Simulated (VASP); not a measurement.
Wanted: the native input for a VASP 6.6.1 run.

```yaml
Task: single point
Functional: PBE
Dispersion: D3(BJ)
Potentials_or_basis: VASP PAW PBE potentials, release 64 (Sn_d, O, C)
Cutoff: 520 eV
k_mesh: 7 × 7 × 1
Occupations: gaussian, width 0.05 eV
Spin: collinear spin
Starting_moments: "[0.0, 0.0, 0.0, 0.0, 2.0] μB"
Dipole_correction: yes
Further_INCAR_settings: ALGO = Normal; EDIFF = 1e-06; NBANDS = 34
```

The structure of Sn2CO2 lies in POSCAR:

```
Sn2CO2
1.0
    3.8201708766      0.0000000000      0.0000000000
    0.0000000000      3.8201708766      0.0000000000
    0.0000000000      0.0000000000     17.8630360333
Sn O C
2 2 1
Direct
    0.5000000000      0.0000000000      0.2239261004
    0.0000000000      0.5000000000      0.3562124614
    0.0000000000      0.0000000000      0.2900692809
    0.5000000000      0.5000000000      0.2900692809
    0.1250000000      1.0000000000      0.4216641026
```

One way to write it, as run:

INCAR

```
PREC     = Accurate       # precision mode
ENCUT    = 520            # plane-wave cutoff, eV
EDIFF    = 1E-6           # SCF threshold, eV
ISMEAR   = 0              # smearing method
SIGMA    = 0.05           # smearing width, eV
LREAL    = F              # projectors in reciprocal space
LASPH    = T              # aspherical terms in the spheres
NELM     = 150            # most SCF steps
ALGO     = Normal         # electronic algorithm
ISIF     = 2              # what is computed and relaxed
LWAVE    = F              # write WAVECAR
LCHARG   = F              # write CHGCAR
ISPIN    = 2              # spin polarisation
MAGMOM   = 0 0 0 0 2      # initial moments
LORBIT   = 11             # projections on sites
LDIPOL   = T            
IDIPOL   = 3            
DIPOL    = 0.5 0.5 0.316
GGA      = PE             # functional
IVDW     = 12             # dispersion correction
NBANDS   = 34             # bands
```

KPOINTS

```
regular mesh
0
Gamma
  7 7 1
```

Potentials or basis: VASP PAW PBE potentials, release 64 (Sn_d, O, C).

Run with:

```console
$ cat potpaw_PBE.64/Sn_d/POTCAR potpaw_PBE.64/O/POTCAR potpaw_PBE.64/C/POTCAR > POTCAR
$ mpirun -np 1 vasp_std > vasp.out
```

It gave:

- Largest force: 1.670 eV/Å
- Net moment: 1.57 μB per cell
- Site moments: Sn +0.02; O +0.06, +0.03; C +0.68 μB
- Valence electrons inside the program's atomic spheres: Sn 12.10, 12.13; O 5.00; C 2.13
- Dispersion energy per atom: -0.143 eV

Run time: 15 min on 1 thread of Intel Xeon 8259CL (shared host), peak memory 0.53 GiB.
